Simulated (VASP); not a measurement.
# Ge (P6_3/mmc) in VASP: a series of runs

The runs below take Ge through single point, with r2SCAN.

Everything below comes from runs of VASP 6.6.1. Logs are shortened: lines on timing, memory, paths and dates and some standing lists are left out, and cuts for length are marked.

### 1 The cell of the first run

It takes space group P6_3/mmc (No. 194, hexagonal). The conventional cell has a = 3.936 Å, b = 3.936 Å, c = 6.504 Å, α = 90.00°, β = 90.00°, γ = 120.00°. Ge (site symmetry 3m) has 4 Ge at 2.42 to 2.43 Å within 3.2 Å.

This isn't the form of Ge at room conditions, which is diamond.

### 2 Single point, r2SCAN

The input, POSCAR:

```
Ge
1.0
    3.9357139709      0.0000000000      0.0000000000
   -1.9678569854      3.4084282808      0.0000000000
    0.0000000000      0.0000000000      6.5036702955
Ge
4
Direct
    0.6666666667      0.3333333333      0.0630876627
    0.3333333333      0.6666666667      0.5630876627
    0.6666666667      0.3333333333      0.4369123373
    0.3333333333      0.6666666667      0.9369123373
```

The input, INCAR.step1:

```
SYSTEM = Ge
PREC = Accurate
ENCUT = 520
ISMEAR = 0
SIGMA = 0.01
LREAL = .FALSE.
LASPH = .TRUE.
NELM = 60
NBANDS = 36
GGA = PE
ALGO = Normal
EDIFF = 1E-4
LWAVE = .TRUE.
LCHARG = .FALSE.
```

The input, INCAR.step2:

```
SYSTEM = Ge
PREC = Accurate
ENCUT = 520
EDIFF = 1E-6
ISMEAR = 0
SIGMA = 0.01
LREAL = .FALSE.
LASPH = .TRUE.
NELM = 60
ALGO = Normal
ISIF = 2
LWAVE = .FALSE.
LCHARG = .FALSE.
METAGGA = R2SCAN
LMIXTAU = .TRUE.
NBANDS = 36
ISTART = 1
```

The input, KPOINTS:

```
regular mesh
0
G
  12 12 6
  0 0 0
```

Potentials or basis: VASP PAW PBE potentials, release 64 (Ge_d).

Command:

```
> cat potpaw_PBE.64/Ge_d/POTCAR > POTCAR
> cp INCAR.step1 INCAR
> mpirun -np 1 vasp_std > vasp.out
> cp INCAR.step2 INCAR
> mpirun -np 1 vasp_std > vasp.out
```

OUTCAR:

```text
SYSTEM = Ge
   PREC = Accurate
   ENCUT = 520
   EDIFF = 1E-6
   ISMEAR = 0
   LREAL = .FALSE.
   LASPH = .TRUE.
   NELM = 60
   ISIF = 2
   METAGGA = R2SCAN
   ISTART = 1

 ion  position               nearest neighbor table
   1  0.667  0.333  0.063-   4 2.42   4 2.42   4 2.42   3 2.43
   2  0.333  0.667  0.563-   3 2.42   3 2.42   3 2.42   4 2.43
   3  0.667  0.333  0.437-   2 2.42   2 2.42   2 2.42   1 2.43
   4  0.333  0.667  0.937-   1 2.42   1 2.42   1 2.42   2 2.43

  LATTYP: Found a hexagonal cell.
 ALAT       =     3.9357139709
 C/A-ratio  =     1.6524753434

  Lattice vectors:

 A1 = (   3.9357139709,   0.0000000000,   0.0000000000)
 A2 = (  -1.9678569854,   3.4084282808,   0.0000000000)
 A3 = (   0.0000000000,   0.0000000000,   6.5036702955)

Analysis of symmetry for initial positions (statically):
=====================================================================
 Subroutine PRICEL returns:
 Original cell was already a primitive cell.

 Routine SETGRP: Setting up the symmetry group for a
 hexagonal supercell.

 Subroutine GETGRP returns: Found 24 space group operations
 (whereof 12 operations were pure point group operations)
 out of a pool of 24 trial point group operations.

The static configuration has the point symmetry D_3d.
 The point group associated with its full space group is D_6h.

Analysis of symmetry for dynamics (positions and initial velocities):
=====================================================================
 Subroutine PRICEL returns:
 Original cell was already a primitive cell.

 Routine SETGRP: Setting up the symmetry group for a
 hexagonal supercell.

 Subroutine GETGRP returns: Found 24 space group operations
 (whereof 12 operations were pure point group operations)
 out of a pool of 24 trial point group operations.

The dynamic configuration has the point symmetry D_3d.
 The point group associated with its full space group is D_6h.

 Subroutine INISYM returns: Found 24 space group operations
 (whereof 12 operations are pure point group operations),
 and found     1 'primitive' translations

----------------------------------------------------------------------------------------

                                     Primitive cell

  volume of cell :      87.2441

  direct lattice vectors                    reciprocal lattice vectors
     3.935713971  0.000000000  0.000000000     0.254083505  0.146695180  0.000000000
    -1.967856985  3.408428281  0.000000000     0.000000000  0.293390360  0.000000000
     0.000000000  0.000000000  6.503670296     0.000000000  0.000000000  0.153759332

  length of vectors
     3.935713971  3.935713971  6.503670296     0.293390360  0.293390360  0.153759332

  position of ions in fractional coordinates (direct lattice)
     0.666666667  0.333333333  0.063087663
     0.333333333  0.666666667  0.563087663
     0.666666667  0.333333333  0.436912337
     0.333333333  0.666666667  0.936912337

  ion indices of the primitive-cell ions
   primitive index   ion index
                 1           1
                 2           2
                 3           3
                 4           4

----------------------------------------------------------------------------------------

 KPOINTS: regular mesh

Automatic generation of k-mesh.
 Grid dimensions read from file:
 generate k-points for:   12   12    6

 Generating k-lattice:

  Cartesian coordinates                     Fractional coordinates (reciprocal lattice)
     0.021173625  0.012224598  0.000000000     0.083333333  0.000000000  0.000000000
     0.000000000  0.024449197  0.000000000     0.000000000  0.083333333  0.000000000
     0.000000000  0.000000000  0.025626555     0.000000000  0.000000000  0.166666667

  Length of vectors
     0.024449197  0.024449197  0.025626555

  Shift w.r.t. Gamma in fractional coordinates (k-lattice)
     0.000000000  0.000000000  0.000000000

 Subroutine IBZKPT returns following result:
 ===========================================

 Found     76 irreducible k-points:

 Following reciprocal coordinates:
            Coordinates               Weight
  0.000000  0.000000  0.000000      1.000000
  0.083333  0.000000  0.000000      6.000000
  0.166667  0.000000  0.000000      6.000000
  0.250000  0.000000  0.000000      6.000000
  0.333333  0.000000  0.000000      6.000000
  0.416667  0.000000  0.000000      6.000000
[... 16 lines left out ...]
  0.250000  0.000000  0.166667     12.000000
  0.333333  0.000000  0.166667     12.000000
 [... further k-points ...]
   k-points           NKPTS =     76   k-points in BZ     NKDIM =     76   number of bands    NBANDS=     36
   number of dos      NEDOS =    301   number of ions     NIONS =      4
   total plane-waves  NPLWV =  43200
   dimension x,y,z NGX =    30 NGY =   30 NGZ =   48
   dimension x,y,z NGXF=    60 NGYF=   60 NGZF=   96
   ions per type =               4
   NGX,Y,Z   is equivalent  to a cutoff of  12.67, 12.67, 12.27 a.u.
   NGXF,Y,Z  is equivalent  to a cutoff of  25.34, 25.34, 24.54 a.u.
 SYSTEM =  Ge
   PREC   = accura    normal or accurate (medium, high low for compatibility)
   ISTART =      1    job   : 0-new  1-cont  2-samecut
   ICHARG =      0    charge: 1-file 2-atom 10-const
   ISPIN  =      1    spin polarized calculation?
   LNONCOLLINEAR =      F non collinear calculations
   LSORBIT =      F    spin-orbit coupling
   LASPH  =      T    aspherical Exc in radial PAW
   ENCUT  =  520.0 eV  38.22 Ry    6.18 a.u.   7.32  7.32 12.09*2*pi/ulx,y,z
   NELM   =     60;   NELMIN=  2; NELMDL=  0     # of ELM steps
   EDIFF  = 0.1E-05   stopping-criterion for ELM
   LREAL  =      F    real-space projection
   EDIFFG = 0.1E-04   stopping-criterion for IOM
   NSW    =      0    number of steps for IOM
   IBRION =     -1    ionic relax: 0-MD 1-quasi-New 2-CG
   NFREE  =      0    steps in history (QN), initial steepest desc. (CG)
   ISIF   =      2    stress and relaxation
   ISYM   =      2    0-nonsym 1-usesym 2-fastsym
   POTIM  = 0.5000    time-step for ionic-motion
   TEBEG  =    0.0;   TEEND  =   0.0 temperature during run
   PSTRESS=    0.0 pullay stress
   NELECT =      56.0000    total number of electrons
   NUPDOWN=      -1.0000    fix difference up-down
   EMIN   =  10.00;   EMAX   =-10.00  energy-range for DOS
   EFERMI =   0.00;   METHOD = LEGACY
   ISMEAR =     0;   SIGMA  =   0.01  broadening in eV -4-tet -1-fermi 0-gaus
   EFERMI_NEDOS =   21; number of points for ismear=-14 and -15
   IALGO  =     38    algorithm
   IMIX   =      4    mixing-type and parameters
     AMIX     =   0.40;   BMIX     =  1.00
     AMIX_MAG =   1.60;   BMIX_MAG =  1.00
  volume/ion in A,a.u.               =      21.81       147.19
  Fermi-wavevector in a.u.,A,eV,Ry     =   1.412187  2.668646 27.133706  1.994271
  Thomas-Fermi vector in A             =   2.533961
   LORBIT       =      0    0 simple, 1 ext, 2 COOP (PROOUT), +10 PAW based schemes
   METAGGA = R2SCAN    functional components
   LHFCALC =     F    Hartree Fock is set to
   AEXX    =    0.0000 exact exchange contribution
   IVDW    =     0    specifies the selected vdW correction
   LEPSILON=     F    determine dielectric tensor
   LRPA    =     F    only Hartree local field effects (RPA)
 non-spin polarized calculation
 Gauss-broadening in eV      SIGMA  =   0.01
  energy-cutoff  :      520.00
  volume of cell :       87.24
 maximum number of plane-waves:      2382
 NGX is ok and might be reduce to    30
   NGX = 15   NGY = 15   NGZ = 25

 number of electron      55.9999969 magnetization

 Free energy of the ion-electron system (eV)
  ---------------------------------------------------
  ext. energy  EPLUGINS =         0.00000000
  ---------------------------------------------------
  free energy    TOTEN  =       -55.37175460 eV

  energy without entropy =      -55.37175460  energy(sigma->0) =      -55.37175460

 E-fermi :   5.4985     XC(G=0): -11.0114

 val. band max:        5.3750870046   @ k =   0.0000   0.0000   0.0000
 cond. band min:       5.5718654782   @ k =   0.0000   0.0000   0.0000
 fundamental gap:      0.1967784736
 Fermi energy:         5.4985465986

 k-point     1 :       0.0000    0.0000    0.0000
  band No.  band energies     occupation
      1     -20.4202      2.00000
      2     -20.4202      2.00000
      3     -20.3756      2.00000
      4     -20.3745      2.00000
      5     -20.3744      2.00000
      6     -20.3625      2.00000
[... 28 lines left out ...]
     35      10.1507      0.00000
     36      12.0324      0.00000

 k-point     2 :       0.0833    0.0000    0.0000
  band No.  band energies     occupation
      1     -20.4259      2.00000
      2     -20.4219      2.00000
      3     -20.3812      2.00000
      4     -20.3774      2.00000
      5     -20.3746      2.00000
      6     -20.3555      2.00000
[... 28 lines left out ...]
     35      10.4960      0.00000
     36      12.2617      0.00000

 k-point     3 :       0.1667    0.0000    0.0000
  band No.  band energies     occupation
      1     -20.4353      2.00000
      2     -20.4254      2.00000
      3     -20.3916      2.00000
      4     -20.3838      2.00000
      5     -20.3736      2.00000
      6     -20.3444      2.00000
[... 28 lines left out ...]
     35      11.3940      0.00000
     36      11.4271      0.00000
[... 742 lines left out ...]
 k-point    23 :       0.2500    0.0000    0.1667
  band No.  band energies     occupation
      1     -20.4379      2.00000
      2     -20.4263      2.00000
      3     -20.3996      2.00000
      4     -20.3936      2.00000
      5     -20.3736      2.00000
      6     -20.3370      2.00000
[... 28 lines left out ...]
     35      12.0949      0.00000
     36      12.3409      0.00000

 k-point    24 :       0.3333    0.0000    0.1667
  band No.  band energies     occupation
      1     -20.4389      2.00000
      2     -20.4279      2.00000
      3     -20.4093      2.00000
      4     -20.3979      2.00000
      5     -20.3651      2.00000
      6     -20.3310      2.00000
[... 28 lines left out ...]
     35      12.9834      0.00000
     36      13.5827      0.00000

 [... further k-points ...]

------------------------ aborting loop because EDIFF is reached ----------------------------------------

  FORCE on cell =-STRESS in cart. coord.  units (eV):
  Direction    XX          YY          ZZ          XY          YZ          ZX
  --------------------------------------------------------------------------------------
  -------------------------------------------------------------------------------------
  Total        1.9500588      1.9500588      2.0065137      0.0000000      0.0000000      0.0000000
  in kB       35.8114644     35.8114644     36.8482203      0.0000000      0.0000000      0.0000000
  external PRESSURE =      36.1570497 kB  Pullay stress =       0.0000000 kB

 VOLUME and BASIS-vectors are now :
 -----------------------------------------------------------------------------
  energy-cutoff  :      520.00
  volume of cell :       87.24
      direct lattice vectors                 reciprocal lattice vectors
     3.935713971  0.000000000  0.000000000     0.254083505  0.146695180  0.000000000
    -1.967856985  3.408428281  0.000000000     0.000000000  0.293390360  0.000000000
     0.000000000  0.000000000  6.503670296     0.000000000  0.000000000  0.153759332

 POSITION                                       TOTAL-FORCE (eV/Angst)
 -----------------------------------------------------------------------------------
      1.96786      1.13614      0.41030        -0.000000      0.000000      0.006223
     -0.00000      2.27229      3.66214         0.000000     -0.000000      0.006223
      1.96786      1.13614      2.84153        -0.000000      0.000000     -0.006223
     -0.00000      2.27229      6.09337         0.000000     -0.000000     -0.006223
 -----------------------------------------------------------------------------------
    total drift:                               -0.000000      0.000000      0.000000

  FREE ENERGIE OF THE ION-ELECTRON SYSTEM (eV)
  ---------------------------------------------------
  free  energy   TOTEN  =       -55.3717545962 eV

  energy  without entropy=      -55.3717545962  energy(sigma->0) =      -55.37175460
```

Wall time 8.1 min (1 thread of Oxide Virtual Turin-like, shared host); peak memory 0.28 GiB.

What came out:

```
Free energy            : -55.3718 eV
Pressure               : 3.6 GPa
Largest force          : 0.006 eV/Å
Band gap on the k mesh : 0.20 eV
```

Forces on the atoms (eV/Å):
```
Ge   0.000  0.000  0.006
Ge   0.000  0.000  0.006
Ge   0.000  0.000 -0.006
Ge   0.000  0.000 -0.006
```

Stress tensor (GPa, compression positive):
```
3.58 0.00 0.00
0.00 3.58 0.00
0.00 0.00 3.68
```

Levels at points of the mesh, in eV from the valence-band top:
```
           k point  band 25  band 26  band 27  band 28  band 29  band 30  band 31  band 32
(0.00, 0.00, 0.00)    -1.78    -0.34     0.00     0.00     0.20     0.67     2.27     2.27
(0.50, 0.00, 0.00)    -5.14    -3.52    -3.22    -1.74     0.57     1.95     3.69     3.83
(0.00, 0.00, 0.50)    -1.09    -1.09    -1.09    -1.09     1.01     1.01     3.48     3.48
(0.50, 0.00, 0.50)    -2.93    -2.93    -2.80    -2.80     0.64     0.64     2.21     2.21
```

Caveat: the cell stands under pressure; semilocal functionals underestimate gaps, and a narrow one can read as zero; the PAW data sets were made with another functional, which shifts forces and pressure a little. A k mesh can miss the band edges.

[end of part 1 of 2]
